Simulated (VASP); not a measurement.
# MnO2 (P-3m1) in VASP: a series of runs

The runs below take MnO2 through single point, with LDA.

Program: VASP 6.6.1. These are calculated values, not measurements. Logs are shortened: lines on timing, memory, paths and dates and some standing lists are left out, and cuts for length are marked.

**1. The cell of the first run**

It takes space group P-3m1 (No. 164, trigonal). The conventional cell has a = 2.837 Å, b = 2.837 Å, c = 4.570 Å, α = 90.00°, β = 90.00°, γ = 120.00°. Mn (site symmetry -3m) has 6 O at 1.89 Å within 2.5 Å. Within 2.5 Å of O (site symmetry 3m) lie 3 Mn at 1.89 Å and 3 O at 2.50 Å.

**2. Single point, LDA, collinear spin, ferromagnetic start**

INCAR

```
SYSTEM = MnO2
ALGO = Normal
EDIFF = 1E-6
ENCUT = 520
ISIF = 2
ISMEAR = -1
ISPIN = 2
LASPH = .TRUE.
LCHARG = .TRUE.
LELF = .TRUE.
LMAXMIX = 4
LORBIT = 11
LREAL = .FALSE.
LVHAR = .TRUE.
LWAVE = .FALSE.
MAGMOM = 4 0 0
NBANDS = 24
NELM = 150
PREC = Accurate
SIGMA = 0.05
```

KPOINTS

```
k-points
0
G
  11 11 6
  0 0 0
```

POSCAR

```
MnO2
1.0
    2.8374059371      0.0000000000      0.0000000000
   -1.4187029685      2.4572656224      0.0000000000
    0.0000000000      0.0000000000      4.5704914233
Mn O
1 2
Direct
    0.0000000000      0.0000000000      0.5000000000
    0.3333333333      0.6666666667      0.7062925700
    0.6666666667      0.3333333333      0.2937074300
```

Potentials or basis: VASP PAW LDA potentials, release 64 (Mn_pv, O).

The run is started by

```sh
> cat potpaw_LDA.64/Mn_pv/POTCAR potpaw_LDA.64/O/POTCAR > POTCAR
> mpirun -np 1 vasp_std > vasp.out
```

OUTCAR:

```text
SYSTEM = MnO2
   EDIFF = 1E-6
   ENCUT = 520
   ISIF = 2
   ISMEAR = -1
   ISPIN = 2
   LASPH = .TRUE.
   LORBIT = 11
   LREAL = .FALSE.
   NELM = 150
   PREC = Accurate

 ion  position               nearest neighbor table
   1  0.000  0.000  0.500-   2 1.89   3 1.89   2 1.89   3 1.89   3 1.89   2 1.89
   2  0.333  0.667  0.706-   1 1.89   1 1.89   1 1.89
   3  0.667  0.333  0.294-   1 1.89   1 1.89   1 1.89

  LATTYP: Found a hexagonal cell.
 ALAT       =     2.8374059371
 C/A-ratio  =     1.6107992739

  Lattice vectors:

 A1 = (   2.8374059371,   0.0000000000,   0.0000000000)
 A2 = (  -1.4187029685,   2.4572656224,   0.0000000000)
 A3 = (   0.0000000000,   0.0000000000,   4.5704914233)

Analysis of symmetry for initial positions (statically):
=====================================================================
 Subroutine PRICEL returns:
 Original cell was already a primitive cell.

 Routine SETGRP: Setting up the symmetry group for a
 hexagonal supercell.

 Subroutine GETGRP returns: Found 12 space group operations
 (whereof 12 operations were pure point group operations)
 out of a pool of 24 trial point group operations.

The static configuration has the point symmetry D_3d.

Analysis of symmetry for dynamics (positions and initial velocities):
=====================================================================
 Subroutine PRICEL returns:
 Original cell was already a primitive cell.

 Routine SETGRP: Setting up the symmetry group for a
 hexagonal supercell.

 Subroutine GETGRP returns: Found 12 space group operations
 (whereof 12 operations were pure point group operations)
 out of a pool of 24 trial point group operations.

The dynamic configuration has the point symmetry D_3d.

Analysis of structural, dynamic, and magnetic symmetry:
=====================================================================
 Subroutine PRICEL returns:
 Original cell was already a primitive cell.

 Routine SETGRP: Setting up the symmetry group for a
 hexagonal supercell.

 Subroutine GETGRP returns: Found 12 space group operations
 (whereof 12 operations were pure point group operations)
 out of a pool of 24 trial point group operations.

The overall configuration has the point symmetry D_3d.

 Subroutine INISYM returns: Found 12 space group operations
 (whereof 12 operations are pure point group operations),
 and found     1 'primitive' translations

----------------------------------------------------------------------------------------

                                     Primitive cell

  volume of cell :      31.8667

  direct lattice vectors                    reciprocal lattice vectors
     2.837405937  0.000000000  0.000000000     0.352434591  0.203478206  0.000000000
    -1.418702969  2.457265622  0.000000000     0.000000000  0.406956412  0.000000000
     0.000000000  0.000000000  4.570491423     0.000000000  0.000000000  0.218794853

  length of vectors
     2.837405937  2.837405937  4.570491423     0.406956412  0.406956412  0.218794853

  position of ions in fractional coordinates (direct lattice)
     0.000000000  0.000000000  0.500000000
     0.333333333  0.666666667  0.706292570
     0.666666667  0.333333333  0.293707430

  ion indices of the primitive-cell ions
   primitive index   ion index
                 1           1
                 2           2
                 3           3

----------------------------------------------------------------------------------------

 KPOINTS: k-points

Automatic generation of k-mesh.
 Grid dimensions read from file:
 generate k-points for:   11   11    6

 Generating k-lattice:

  Cartesian coordinates                     Fractional coordinates (reciprocal lattice)
     0.032039508  0.018498019  0.000000000     0.090909091 -0.000000000  0.000000000
     0.000000000  0.036996037  0.000000000     0.000000000  0.090909091  0.000000000
     0.000000000  0.000000000  0.036465809     0.000000000  0.000000000  0.166666667

  Length of vectors
     0.036996037  0.036996037  0.036465809

  Shift w.r.t. Gamma in fractional coordinates (k-lattice)
     0.000000000  0.000000000  0.000000000

 Subroutine IBZKPT returns following result:
 ===========================================

 Found     84 irreducible k-points:

 Following reciprocal coordinates:
            Coordinates               Weight
  0.000000  0.000000  0.000000      1.000000
  0.090909  0.000000  0.000000      6.000000
  0.181818 -0.000000  0.000000      6.000000
  0.272727  0.000000  0.000000      6.000000
  0.363636  0.000000  0.000000      6.000000
  0.454545  0.000000  0.000000      6.000000
[... 16 lines left out ...]
  0.000000  0.272727  0.166667      6.000000
  0.363636  0.000000  0.166667      6.000000
 [... further k-points ...]
   k-points           NKPTS =     84   k-points in BZ     NKDIM =     84   number of bands    NBANDS=     24
   number of dos      NEDOS =    301   number of ions     NIONS =      3
   total plane-waves  NPLWV =  20736
   dimension x,y,z NGX =    24 NGY =   24 NGZ =   36
   dimension x,y,z NGXF=    48 NGYF=   48 NGZF=   72
   ions per type =               1   2
   NGX,Y,Z   is equivalent  to a cutoff of  14.06, 14.06, 13.09 a.u.
   NGXF,Y,Z  is equivalent  to a cutoff of  28.12, 28.12, 26.19 a.u.
 SYSTEM =  MnO2
   PREC   = accura    normal or accurate (medium, high low for compatibility)
   ISTART =      0    job   : 0-new  1-cont  2-samecut
   ICHARG =      2    charge: 1-file 2-atom 10-const
   ISPIN  =      2    spin polarized calculation?
   LNONCOLLINEAR =      F non collinear calculations
   LSORBIT =      F    spin-orbit coupling
   LASPH  =      T    aspherical Exc in radial PAW
   ENCUT  =  520.0 eV  38.22 Ry    6.18 a.u.   5.28  5.28  8.50*2*pi/ulx,y,z
   NELM   =    150;   NELMIN=  2; NELMDL= -5     # of ELM steps
   EDIFF  = 0.1E-05   stopping-criterion for ELM
   LREAL  =      F    real-space projection
   EDIFFG = 0.1E-04   stopping-criterion for IOM
   NSW    =      0    number of steps for IOM
   IBRION =     -1    ionic relax: 0-MD 1-quasi-New 2-CG
   NFREE  =      0    steps in history (QN), initial steepest desc. (CG)
   ISIF   =      2    stress and relaxation
   ISYM   =      2    0-nonsym 1-usesym 2-fastsym
   POTIM  = 0.5000    time-step for ionic-motion
   TEBEG  =    0.0;   TEEND  =   0.0 temperature during run
   PSTRESS=    0.0 pullay stress
   NELECT =      25.0000    total number of electrons
   NUPDOWN=      -1.0000    fix difference up-down
   EMIN   =  10.00;   EMAX   =-10.00  energy-range for DOS
   EFERMI =   0.00;   METHOD = LEGACY
   ISMEAR =    -1;   SIGMA  =   0.05  broadening in eV -4-tet -1-fermi 0-gaus
   EFERMI_NEDOS =   21; number of points for ismear=-14 and -15
   IALGO  =     38    algorithm
   IMIX   =      4    mixing-type and parameters
     AMIX     =   0.40;   BMIX     =  1.00
     AMIX_MAG =   1.60;   BMIX_MAG =  1.00
  volume/ion in A,a.u.               =      10.62        71.68
  Fermi-wavevector in a.u.,A,eV,Ry     =   1.509881  2.853261 31.017748  2.279740
  Thomas-Fermi vector in A             =   2.620144
   LORBIT       =     11    0 simple, 1 ext, 2 COOP (PROOUT), +10 PAW based schemes
   GGA     = CA    functional components
   LHFCALC =     F    Hartree Fock is set to
   AEXX    =    0.0000 exact exchange contribution
   IVDW    =     0    specifies the selected vdW correction
   LEPSILON=     F    determine dielectric tensor
   LRPA    =     F    only Hartree local field effects (RPA)
 spin polarized calculation
  energy-cutoff  :      520.00
  volume of cell :       31.87
 maximum number of plane-waves:       872
 NGX is ok and might be reduce to    24
   NGX = 11   NGY = 11   NGZ = 17

 number of electron      25.0000006 magnetization       2.9957736

 Free energy of the ion-electron system (eV)
  ---------------------------------------------------
  ext. energy  EPLUGINS =         0.00000000
  ---------------------------------------------------
  free energy    TOTEN  =       -26.14136658 eV

  energy without entropy =      -26.14059026  energy(sigma->0) =      -26.14097842

 E-fermi :   3.5607     XC(G=0): -11.5485

 val. band max:        3.4302927859   @ k =   0.0909   0.0000   0.5000
 cond. band min:       3.6649008714   @ k =   0.0000   0.0000   0.5000
 fundamental gap:      0.2346080856
 Fermi energy:         3.5606561010

 spin component 1

 k-point     1 :       0.0000    0.0000    0.0000
  band No.  band energies     occupation
      1     -46.5614      1.00000
      2     -46.5614      1.00000
      3     -46.5234      1.00000
      4     -16.3990      1.00000
      5     -13.8958      1.00000
      6      -3.2565      1.00000
[... 16 lines left out ...]
     23      27.0148      0.00000
     24      27.2248      0.00000

 k-point     2 :       0.0909    0.0000    0.0000
  band No.  band energies     occupation
      1     -46.5762      1.00000
      2     -46.5647      1.00000
      3     -46.5209      1.00000
      4     -16.2843      1.00000
      5     -13.9328      1.00000
      6      -3.1225      1.00000
[... 16 lines left out ...]
     23      27.2969      0.00000
     24      27.5978      0.00000

 k-point     3 :       0.1818   -0.0000    0.0000
  band No.  band energies     occupation
      1     -46.6158      1.00000
      2     -46.5736      1.00000
      3     -46.5143      1.00000
      4     -15.9643      1.00000
      5     -14.0328      1.00000
      6      -2.9887      1.00000
[... 16 lines left out ...]
     23      25.2291      0.00000
     24      26.8744      0.00000
[... 514 lines left out ...]
 k-point    23 :       0.0000    0.2727    0.1667
  band No.  band energies     occupation
      1     -46.6672      1.00000
      2     -46.5852      1.00000
      3     -46.5057      1.00000
      4     -15.4958      1.00000
      5     -14.1859      1.00000
      6      -3.1762      1.00000
[... 16 lines left out ...]
     23      24.5082      0.00000
     24      25.6275      0.00000

 k-point    24 :       0.3636    0.0000    0.1667
  band No.  band energies     occupation
      1     -46.7142      1.00000
      2     -46.5959      1.00000
      3     -46.4977      1.00000
      4     -15.0146      1.00000
      5     -14.3417      1.00000
      6      -3.4094      1.00000
[... 16 lines left out ...]
     23      24.2024      0.00000
     24      26.2545      0.00000

 [... further k-points ...]

 spin component 2

 k-point     1 :       0.0000    0.0000    0.0000
  band No.  band energies     occupation
      1     -43.8013      1.00000
      2     -43.8013      1.00000
      3     -43.6487      1.00000
      4     -16.1746      1.00000
      5     -13.7072      1.00000
      6      -2.5165      1.00000
[... 16 lines left out ...]
     23      27.7695      0.00000
     24      27.9701      0.00000

 k-point     2 :       0.0909    0.0000    0.0000
  band No.  band energies     occupation
      1     -43.8187      1.00000
      2     -43.8051      1.00000
      3     -43.6457      1.00000
      4     -16.0599      1.00000
      5     -13.7409      1.00000
      6      -2.3811      1.00000
[... 16 lines left out ...]
     23      27.9609      0.00000
     24      28.0453      0.00000

 k-point     3 :       0.1818   -0.0000    0.0000
  band No.  band energies     occupation
      1     -43.8651      1.00000
      2     -43.8153      1.00000
      3     -43.6375      1.00000
      4     -15.7403      1.00000
      5     -13.8328      1.00000
      6      -2.1780      1.00000
[... 16 lines left out ...]
     23      25.5567      0.00000
     24      27.3607      0.00000
[... 514 lines left out ...]
 k-point    23 :       0.0000    0.2727    0.1667
  band No.  band energies     occupation
      1     -43.9253      1.00000
      2     -43.8287      1.00000
      3     -43.6268      1.00000
      4     -15.2728      1.00000
      5     -13.9769      1.00000
      6      -2.4385      1.00000
[... 16 lines left out ...]
     23      25.2210      0.00000
     24      25.9010      0.00000

 k-point    24 :       0.3636    0.0000    0.1667
  band No.  band energies     occupation
      1     -43.9803      1.00000
      2     -43.8409      1.00000
      3     -43.6170      1.00000
      4     -14.7930      1.00000
      5     -14.1262      1.00000
      6      -2.7272      1.00000
[... 16 lines left out ...]
     23      24.8025      0.00000
     24      26.4485      0.00000

 [... further k-points ...]
[... 5 lines left out ...]
  --------------------------------------------------------------------------------------
  -------------------------------------------------------------------------------------
  Total       -0.9115237     -0.9115237     -0.6238383     -0.0000000      0.0000000      0.0000000
  in kB      -45.8291808    -45.8291808    -31.3650616     -0.0000000      0.0000000      0.0000000
  external PRESSURE =     -41.0078077 kB  Pullay stress =       0.0000000 kB

 VOLUME and BASIS-vectors are now :
 -----------------------------------------------------------------------------
  energy-cutoff  :      520.00
  volume of cell :       31.87
      direct lattice vectors                 reciprocal lattice vectors
     2.837405937  0.000000000  0.000000000     0.352434591  0.203478206  0.000000000
    -1.418702969  2.457265622  0.000000000     0.000000000  0.406956412  0.000000000
     0.000000000  0.000000000  4.570491423     0.000000000  0.000000000  0.218794853

 POSITION                                       TOTAL-FORCE (eV/Angst)
 -----------------------------------------------------------------------------------
      0.00000      0.00000      2.28525         0.000000      0.000000     -0.000000
     -0.00000      1.63818      3.22810        -0.000000     -0.000000     -0.161477
      1.41870      0.81909      1.34239         0.000000      0.000000      0.161477
 -----------------------------------------------------------------------------------
    total drift:                               -0.000000      0.000000      0.000000

  FREE ENERGIE OF THE ION-ELECTRON SYSTEM (eV)
  ---------------------------------------------------
  free  energy   TOTEN  =       -26.1413665809 eV

  energy  without entropy=      -26.1405902556  energy(sigma->0) =      -26.14097842

 total charge

# of ion       s       p       d       tot
------------------------------------------
    1        0.366   6.488   4.979  11.833
    2        1.570   3.402   0.000   4.972
    3        1.570   3.402   0.000   4.972
--------------------------------------------------
tot          3.506  13.292   4.979  21.777

 magnetization (x)

# of ion       s       p       d       tot
------------------------------------------
    1        0.029   0.036   2.698   2.764
    2        0.004   0.065   0.000   0.069
    3        0.004   0.065   0.000   0.069
--------------------------------------------------
tot          0.038   0.167   2.698   2.902
```

Run time: 64 s. Hardware: 1 thread of Intel Xeon 6975P-C (Granite Rapids), shared host; peak memory 0.21 GiB.

Results:

* Free energy: -26.1414 eV
* Pressure: -4.1 GPa
* Largest force: 0.161 eV/Å
* Band gap on the k mesh: 0.23 eV (least direct gap 0.27 eV)
* Net moment: 3.00 μB per cell
* Site moments: Mn +2.76; O +0.07 μB
* Valence electrons inside the program's atomic spheres: Mn 11.83; O 4.97

Forces in eV/Å, atoms in the order of the input:
```
Mn   0.000  0.000  0.000
O    0.000  0.000 -0.161
O    0.000  0.000  0.161
```

Stress tensor (GPa, compression positive):
```
-4.58  0.00  0.00
 0.00 -4.58  0.00
 0.00  0.00 -3.14
```

Caveat: the cell stands under tension; an odd mesh through Γ misses points on the zone boundary, where band edges can lie; a cell with one magnetic atom can't hold antiferromagnetic order, which such compounds often take.

**3. Single point, LDA, collinear spin, ferromagnetic start**

This run uses another cell than the first one, of 10.84 Å³/atom.

INCAR

```
SYSTEM = MnO2
PREC     = Accurate       ! precision mode
ENCUT    = 520            ! plane-wave cutoff, eV
EDIFF    = 1E-6           ! SCF threshold, eV
ISMEAR   = -1             ! smearing method
SIGMA    = 0.05           ! smearing width, eV
LREAL    = .False.        ! projectors in reciprocal space
LASPH    = .True.         ! aspherical terms in the spheres
NELM     = 150            ! most SCF steps
ALGO     = Normal         ! electronic algorithm
ISIF     = 2              ! what is computed and relaxed
LWAVE    = .False.        ! write WAVECAR
LCHARG   = .True.         ! write CHGCAR
ISPIN    = 2              ! spin polarisation
MAGMOM   = 4 0 0          ! initial moments
LORBIT   = 11             ! projections on sites
LMAXMIX  = 4              ! l up to which the mixer works
LELF     = .True.         ! ELF
LVHAR    = .True.       
NBANDS   = 24             ! bands
```

KPOINTS

```
regular mesh
0
Gamma
  11 11 6
  0 0 0
```

POSCAR

```
MnO2
1.0
    2.8565781804      0.0000000000      0.0000000000
   -1.4282890902      2.4738692722      0.0000000000
    0.0000000000      0.0000000000      4.6013740589
Mn O
1 2
Direct
    0.0000000000      0.0000000000      0.5000000000
    0.3333333333      0.6666666667      0.7062925700
    0.6666666667      0.3333333333      0.2937074300
```

Potentials or basis: VASP PAW LDA potentials, release 64 (Mn_pv, O).

The run is started by

```sh
> cat potpaw_LDA.64/Mn_pv/POTCAR potpaw_LDA.64/O/POTCAR > POTCAR
> mpirun -np 1 vasp_std > vasp.out
```

Run time: 66 s. Hardware: 1 thread of Intel Xeon 6975P-C (Granite Rapids), shared host; peak memory 0.2 GiB.

It converged, with:

```yaml
Free_energy: -26.1185 eV
Pressure: -8.1 GPa
Largest_force: 0.456 eV/Å
Band_gap_on_the_k_mesh: 0.31 eV (least direct gap 0.35 eV)
Net_moment: 3.00 μB per cell
Site_moments: Mn +2.78; O +0.06 μB
Valence_electrons_inside_the_program's_atomic_spheres: Mn 11.78; O 4.96
```

Forces in eV/Å, atoms in the order of the input:
```
Mn   0.000  0.000  0.000
O    0.000  0.000 -0.456
O    0.000  0.000  0.456
```

Stress tensor (GPa, compression positive):
```
-9.17  0.00  0.00
 0.00 -9.17  0.00
 0.00  0.00 -5.97
```

Levels at points of the mesh, in eV from the valence-band top:
Spin up:
```csv
k point,band 10,band 11,band 12,band 13,band 14,band 15,band 16,band 17,band 18,band 19
"(0.00, 0.00, 0.00)",-2.36,-1.66,-1.66,-1.41,-0.36,2.64,2.64,6.76,10.00,14.33
"(0.00, 0.00, 0.50)",-2.36,-2.36,-1.71,-1.71,-0.04,2.69,2.69,8.77,9.19,13.08
```
Spin down:
| k point | band 8 | band 9 | band 10 | band 11 | band 12 | band 13 | band 14 | band 15 |
| --- | --- | --- | --- | --- | --- | --- | --- | --- |
| (0.00, 0.00, 0.00) | -5.27 | -1.52 | -1.52 | -1.20 | 0.32 | 0.32 | 1.97 | 4.00 |
| (0.00, 0.00, 0.50) | -4.83 | -2.61 | -1.56 | -1.56 | 0.31 | 0.31 | 2.12 | 4.05 |

Caveat: the cell stands under tension; an odd mesh through Γ misses points on the zone boundary, where band edges can lie; a cell with one magnetic atom can't hold antiferromagnetic order, which such compounds often take.
